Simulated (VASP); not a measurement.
# Mg2Sn (Fm-3m) in VASP: notebook, part 4 of 4

VASP 6.6.1.

## 5. Single point, LDA

This run uses another cell than the first one, of 20.03 Å³/atom.

The input, INCAR:

```
SYSTEM = Mg2Sn
PREC = Accurate ; ENCUT = 600
EDIFF = 1E-6 ; ISMEAR = -1
SIGMA = 0.1 ; LREAL = .FALSE.
LASPH = .TRUE. ; NELM = 120
ALGO = Normal ; ISIF = 2
LWAVE = .FALSE. ; LCHARG = .FALSE.
GGA = CA ; NBANDS = 16
GGA_COMPAT = .FALSE.
```

The input, KPOINTS:

```
regular mesh
0
G
  12 12 12
  0 0 0
```

The input, POSCAR:

```
Mg2Sn
1.0
    0.0000000000      3.1088833185      3.1088833185
    3.1088833185      0.0000000000      3.1088833185
    3.1088833185      3.1088833185      0.0000000000
Mg Sn
2 1
Direct
    0.2500000000      0.2500000000      0.2500000000
    0.7500000000      0.7500000000      0.7500000000
    0.0000000000      0.0000000000      0.0000000000
```

Potentials or basis: VASP PAW LDA potentials, release 64 (Mg, Sn_d).

The run is started by

```console
cat potpaw_LDA.64/Mg/POTCAR potpaw_LDA.64/Sn_d/POTCAR > POTCAR
mpirun -np 1 vasp_std > vasp.out
```

OUTCAR:

```text
SYSTEM = Mg2Sn
   PREC = Accurate
   ENCUT = 600
   EDIFF = 1E-6
   ISMEAR = -1
   LREAL = .FALSE.
   LASPH = .TRUE.
   NELM = 120
   ISIF = 2
   GGA = CA

 ion  position               nearest neighbor table
   1  0.250  0.250  0.250-   3 2.69   3 2.69   3 2.69   3 2.69   2 3.11   2 3.11   2 3.11   2 3.11
                             2 3.11   2 3.11
   2  0.750  0.750  0.750-   3 2.69   3 2.69   3 2.69   3 2.69   1 3.11   1 3.11   1 3.11   1 3.11
                             1 3.11   1 3.11
   3  0.000  0.000  0.000-   2 2.69   2 2.69   2 2.69   1 2.69   2 2.69   1 2.69   1 2.69   1 2.69

  LATTYP: Found a face centered cubic cell.
 ALAT       =     6.2177666370

  Lattice vectors:

 A1 = (   0.0000000000,   3.1088833185,   3.1088833185)
 A2 = (   3.1088833185,   0.0000000000,   3.1088833185)
 A3 = (   3.1088833185,   3.1088833185,   0.0000000000)

Analysis of symmetry for initial positions (statically):
=====================================================================
 Subroutine PRICEL returns:
 Original cell was already a primitive cell.

 Routine SETGRP: Setting up the symmetry group for a
 face centered cubic supercell.

 Subroutine GETGRP returns: Found 48 space group operations
 (whereof 48 operations were pure point group operations)
 out of a pool of 48 trial point group operations.

The static configuration has the point symmetry O_h .

Analysis of symmetry for dynamics (positions and initial velocities):
=====================================================================
 Subroutine PRICEL returns:
 Original cell was already a primitive cell.

 Routine SETGRP: Setting up the symmetry group for a
 face centered cubic supercell.

 Subroutine GETGRP returns: Found 48 space group operations
 (whereof 48 operations were pure point group operations)
 out of a pool of 48 trial point group operations.

The dynamic configuration has the point symmetry O_h .

 Subroutine INISYM returns: Found 48 space group operations
 (whereof 48 operations are pure point group operations),
 and found     1 'primitive' translations

----------------------------------------------------------------------------------------

                                     Primitive cell

  volume of cell :      60.0957

  direct lattice vectors                    reciprocal lattice vectors
     0.000000000  3.108883319  3.108883319    -0.160829452  0.160829452  0.160829452
     3.108883319  0.000000000  3.108883319     0.160829452 -0.160829452  0.160829452
     3.108883319  3.108883319  0.000000000     0.160829452  0.160829452 -0.160829452

  length of vectors
     4.396624953  4.396624953  4.396624953     0.278564782  0.278564782  0.278564782

  position of ions in fractional coordinates (direct lattice)
     0.250000000  0.250000000  0.250000000
     0.750000000  0.750000000  0.750000000
     0.000000000  0.000000000  0.000000000

  ion indices of the primitive-cell ions
   primitive index   ion index
                 1           1
                 2           2
                 3           3

----------------------------------------------------------------------------------------

 KPOINTS: regular mesh

Automatic generation of k-mesh.
 Grid dimensions read from file:
 generate k-points for:   12   12   12

 Generating k-lattice:

  Cartesian coordinates                     Fractional coordinates (reciprocal lattice)
    -0.013402454  0.013402454  0.013402454     0.083333333  0.000000000  0.000000000
     0.013402454 -0.013402454  0.013402454     0.000000000  0.083333333  0.000000000
     0.013402454  0.013402454 -0.013402454     0.000000000  0.000000000  0.083333333

  Length of vectors
     0.023213732  0.023213732  0.023213732

  Shift w.r.t. Gamma in fractional coordinates (k-lattice)
     0.000000000  0.000000000  0.000000000

 Subroutine IBZKPT returns following result:
 ===========================================

 Found     72 irreducible k-points:

 Following reciprocal coordinates:
            Coordinates               Weight
  0.000000  0.000000  0.000000      1.000000
  0.083333  0.000000  0.000000      8.000000
  0.166667  0.000000  0.000000      8.000000
  0.250000  0.000000  0.000000      8.000000
  0.333333  0.000000  0.000000      8.000000
  0.416667  0.000000  0.000000      8.000000
[... 16 lines left out ...]
  0.500000  0.166667  0.000000     24.000000
 -0.416667  0.166667  0.000000     24.000000
 [... further k-points ...]
   k-points           NKPTS =     72   k-points in BZ     NKDIM =     72   number of bands    NBANDS=     16
   number of dos      NEDOS =    301   number of ions     NIONS =      3
   total plane-waves  NPLWV =  46656
   dimension x,y,z NGX =    36 NGY =   36 NGZ =   36
   dimension x,y,z NGXF=    72 NGYF=   72 NGZF=   72
   ions per type =               2   1
   NGX,Y,Z   is equivalent  to a cutoff of  13.61, 13.61, 13.61 a.u.
   NGXF,Y,Z  is equivalent  to a cutoff of  27.22, 27.22, 27.22 a.u.
 SYSTEM =  Mg2Sn
   PREC   = accura    normal or accurate (medium, high low for compatibility)
   ISTART =      0    job   : 0-new  1-cont  2-samecut
   ICHARG =      2    charge: 1-file 2-atom 10-const
   ISPIN  =      1    spin polarized calculation?
   LNONCOLLINEAR =      F non collinear calculations
   LSORBIT =      F    spin-orbit coupling
   LASPH  =      T    aspherical Exc in radial PAW
   ENCUT  =  600.0 eV  44.10 Ry    6.64 a.u.   8.78  8.78  8.78*2*pi/ulx,y,z
   NELM   =    120;   NELMIN=  2; NELMDL= -5     # of ELM steps
   EDIFF  = 0.1E-05   stopping-criterion for ELM
   LREAL  =      F    real-space projection
   EDIFFG = 0.1E-04   stopping-criterion for IOM
   NSW    =      0    number of steps for IOM
   IBRION =     -1    ionic relax: 0-MD 1-quasi-New 2-CG
   NFREE  =      0    steps in history (QN), initial steepest desc. (CG)
   ISIF   =      2    stress and relaxation
   ISYM   =      2    0-nonsym 1-usesym 2-fastsym
   POTIM  = 0.5000    time-step for ionic-motion
   TEBEG  =    0.0;   TEEND  =   0.0 temperature during run
   PSTRESS=    0.0 pullay stress
   NELECT =      18.0000    total number of electrons
   NUPDOWN=      -1.0000    fix difference up-down
   EMIN   =  10.00;   EMAX   =-10.00  energy-range for DOS
   EFERMI =   0.00;   METHOD = LEGACY
   ISMEAR =    -1;   SIGMA  =   0.10  broadening in eV -4-tet -1-fermi 0-gaus
   EFERMI_NEDOS =   21; number of points for ismear=-14 and -15
   IALGO  =     38    algorithm
   IMIX   =      4    mixing-type and parameters
     AMIX     =   0.40;   BMIX     =  1.00
     AMIX_MAG =   1.60;   BMIX_MAG =  1.00
  volume/ion in A,a.u.               =      20.03       135.18
  Fermi-wavevector in a.u.,A,eV,Ry     =   1.095346  2.069903 16.324031  1.199782
  Thomas-Fermi vector in A             =   2.231668
   LORBIT       =      0    0 simple, 1 ext, 2 COOP (PROOUT), +10 PAW based schemes
   GGA     = CA    functional components
   LHFCALC =     F    Hartree Fock is set to
   AEXX    =    0.0000 exact exchange contribution
   IVDW    =     0    specifies the selected vdW correction
   LEPSILON=     F    determine dielectric tensor
   LRPA    =     F    only Hartree local field effects (RPA)
 non-spin polarized calculation
  energy-cutoff  :      600.00
  volume of cell :       60.10
 maximum number of plane-waves:      2044
   NGX = 17   NGY = 17   NGZ = 17

 number of electron      17.9999997 magnetization

 Free energy of the ion-electron system (eV)
  ---------------------------------------------------
  ext. energy  EPLUGINS =         0.00000000
  ---------------------------------------------------
  free energy    TOTEN  =        -8.42315026 eV

  energy without entropy =       -8.41481854  energy(sigma->0) =       -8.41898440

 E-fermi :   6.0652     XC(G=0):  -9.9597

 val. band max:        6.0272575310   @ k =  -0.0833   0.0833   0.0000
 cond. band min:       6.0676357149   @ k =   0.0000   0.0000   0.0000
 fundamental gap:      0.0403781838
 Fermi energy:         6.0652152929

 k-point     1 :       0.0000    0.0000    0.0000
  band No.  band energies     occupation
      1     -15.0397      2.00000
      2     -15.0397      2.00000
      3     -15.0397      2.00000
      4     -14.9646      2.00000
      5     -14.9646      2.00000
      6      -4.3413      2.00000
[... 433 lines left out ...]
      3     -15.0291      2.00000
      4     -14.9640      2.00000
      5     -14.9621      2.00000
      6      -2.4521      2.00000
[... 8 lines left out ...]
     15      12.7386      0.00000
     16      13.8231      0.00000

 [... further k-points ...]

------------------------ aborting loop because EDIFF is reached ----------------------------------------

  FORCE on cell =-STRESS in cart. coord.  units (eV):
  Direction    XX          YY          ZZ          XY          YZ          ZX
  --------------------------------------------------------------------------------------
  -------------------------------------------------------------------------------------
  Total        5.5449650      5.5449650      5.5449650      0.0000000      0.0000000     -0.0000000
  in kB      147.8312088    147.8312088    147.8312088      0.0000000      0.0000000     -0.0000000
  external PRESSURE =     147.8312088 kB  Pullay stress =       0.0000000 kB

 VOLUME and BASIS-vectors are now :
 -----------------------------------------------------------------------------
  energy-cutoff  :      600.00
  volume of cell :       60.10
      direct lattice vectors                 reciprocal lattice vectors
     0.000000000  3.108883319  3.108883319    -0.160829452  0.160829452  0.160829452
     3.108883319  0.000000000  3.108883319     0.160829452 -0.160829452  0.160829452
     3.108883319  3.108883319  0.000000000     0.160829452  0.160829452 -0.160829452

 POSITION                                       TOTAL-FORCE (eV/Angst)
 -----------------------------------------------------------------------------------
      1.55444      1.55444      1.55444         0.000000      0.000000      0.000000
      4.66332      4.66332      4.66332        -0.000000     -0.000000     -0.000000
      0.00000      0.00000      0.00000         0.000000     -0.000000     -0.000000
 -----------------------------------------------------------------------------------
    total drift:                               -0.000000      0.000000     -0.000000

  FREE ENERGIE OF THE ION-ELECTRON SYSTEM (eV)
  ---------------------------------------------------
  free  energy   TOTEN  =        -8.4231502575 eV

  energy  without entropy=       -8.4148185403  energy(sigma->0) =       -8.41898440
```

OSZICAR:

```text
N       E                     dE             d eps       ncg     rms          rms(c)
DAV:   1     0.106954206522E+03    0.10695E+03   -0.93442E+03  2336   0.141E+03
DAV:   2     0.758801770930E-01   -0.10688E+03   -0.10308E+03  2512   0.356E+02
DAV:   3    -0.858073507918E+01   -0.86566E+01   -0.85998E+01  2960   0.805E+01
DAV:   4    -0.879868728909E+01   -0.21795E+00   -0.21792E+00  2800   0.137E+01
DAV:   5    -0.880719211078E+01   -0.85048E-02   -0.85047E-02  3328   0.254E+00    0.409E+00
DAV:   6    -0.852091257675E+01    0.28628E+00   -0.18795E-01  2856   0.186E+00    0.226E+00
DAV:   7    -0.842401204060E+01    0.96901E-01   -0.19289E-01  2840   0.294E+00    0.394E-01
DAV:   8    -0.842326665922E+01    0.74538E-03   -0.12753E-02  2872   0.112E+00    0.188E-01
DAV:   9    -0.842316840989E+01    0.98249E-04   -0.50747E-04  3104   0.253E-01    0.307E-02
DAV:  10    -0.842314950543E+01    0.18904E-04   -0.60448E-05  2624   0.706E-02    0.112E-02
DAV:  11    -0.842315025750E+01   -0.75206E-06   -0.48669E-06  3160   0.179E-02
   1 F= -.84231503E+01 E0= -.84189844E+01  d E =-.833172E-02
```

stdout:

```text
POSCAR found type information on POSCAR MgSn
 POSCAR found :  2 types and       3 ions
 scaLAPACK will be used
 LDA part: xc-table for (Slater(with rela. corr.)+CA(PZ))
 , standard interpolation
 POSCAR, INCAR and KPOINTS ok, starting setup
 FFT: planning ... GRIDC
 FFT: planning ... GRID_SOFT
 FFT: planning ... GRID
 WAVECAR not read
 entering main loop
```

Run time: 84 s. Hardware: 1 thread of Oxide Virtual Turin-like, shared host; peak memory 0.2 GiB.

What came out:

```yaml
Free_energy: -8.4232 eV
Pressure: 14.8 GPa
Band_gap_on_the_k_mesh: zero (bands 9 and 10 overlap by 0.13 eV)
```

Caveat: the cell stands under pressure; spin-orbit coupling is left out, which moves the levels of the heavy elements.

## 6. Single point, LDA

This run uses another cell than the first one, of 21.12 Å³/atom.

The input, INCAR:

```
SYSTEM = Mg2Sn
ALGO = Normal
EDIFF = 1E-6
ENCUT = 600
GGA_COMPAT = .False.
ISIF = 2
ISMEAR = -1
LASPH = .True.
LCHARG = .False.
LREAL = .False.
LWAVE = .False.
NBANDS = 16
NELM = 120
PREC = Accurate
SIGMA = 0.1
```

The input, KPOINTS:

```
k-points
0
Gamma
  12 12 12
  0 0 0
```

The input, POSCAR:

```
Mg2Sn
1.0
    0.0000000000      3.1643759644      3.1643759644
    3.1643759644      0.0000000000      3.1643759644
    3.1643759644      3.1643759644      0.0000000000
Mg Sn
2 1
Direct
    0.2500000000      0.2500000000      0.2500000000
    0.7500000000      0.7500000000      0.7500000000
    0.0000000000      0.0000000000      0.0000000000
```

Potentials or basis: VASP PAW LDA potentials, release 64 (Mg, Sn_d).

The run is started by

```console
cat potpaw_LDA.64/Mg/POTCAR potpaw_LDA.64/Sn_d/POTCAR > POTCAR
mpirun -np 1 vasp_std > vasp.out
```

Run time: 80 s. Hardware: 1 thread of Oxide Virtual Turin-like, shared host; peak memory 0.2 GiB.

Results (log left out):

```
Free energy            : -8.6710 eV
Pressure               : 9.7 GPa
Band gap on the k mesh : zero (bands 9 and 10 overlap by 0.06 eV)
```

Levels at points of the mesh, in eV from the Fermi level:
| k point | band 7 | band 8 | band 9 | band 10 | band 11 | band 12 |
| --- | --- | --- | --- | --- | --- | --- |
| (0.00, 0.00, 0.00) | -0.01 | -0.01 | -0.01 | 2.49 | 2.49 | 2.49 |
| (0.50, 0.00, 0.00) | -5.53 | -0.94 | -0.94 | 1.42 | 2.39 | 2.39 |
| (0.50, 0.50, 0.00) | -5.20 | -2.45 | -2.45 | -0.07 | 0.16 | 7.86 |

Caveat: the cell stands under pressure; spin-orbit coupling is left out, which moves the levels of the heavy elements.

## 7. Overview

| task | cell | gap on the mesh (eV) | pressure (GPa) |
| --- | --- | --- | --- |
| relaxation of cell and atoms | relaxed to 10 GPa from a = 4.713 Å, angles 60.0°, 3 atoms | none | 10.0 |
| relaxation of cell and atoms | relaxed to 15 GPa from a = 4.713 Å, angles 60.0°, 3 atoms | none | 15.0 |
| relaxation of cell and atoms | relaxed from a = 4.765 Å, angles 60.0°, 3 atoms | none | 0.0 |
| single point | a = 4.397 Å, angles 60.0°, 3 atoms | none | 14.8 |
| single point | a = 4.475 Å, angles 60.0°, 3 atoms | none | 9.7 |

Alike in all rows: level LDA; potentials or basis VASP PAW LDA potentials, release 64 (Mg, Sn_d); no spin polarisation; k mesh 12 × 12 × 12; cutoff (eV) 600; smearing fermi-dirac 0.1 eV.

Caveats: spin-orbit coupling is left out, which moves the levels of the heavy elements; the cell is relaxed towards a set pressure, so the run minimises the enthalpy, not the energy (at least some runs); the cell stands under pressure (at least some runs); the volume moved by over 15 % at a fixed basis, so the end points are rough (at least some runs).

Absolute energies hang on the potentials; compare differences alone.

The gap in the log of VASP goes by the Fermi energy; the results here count the filled bands.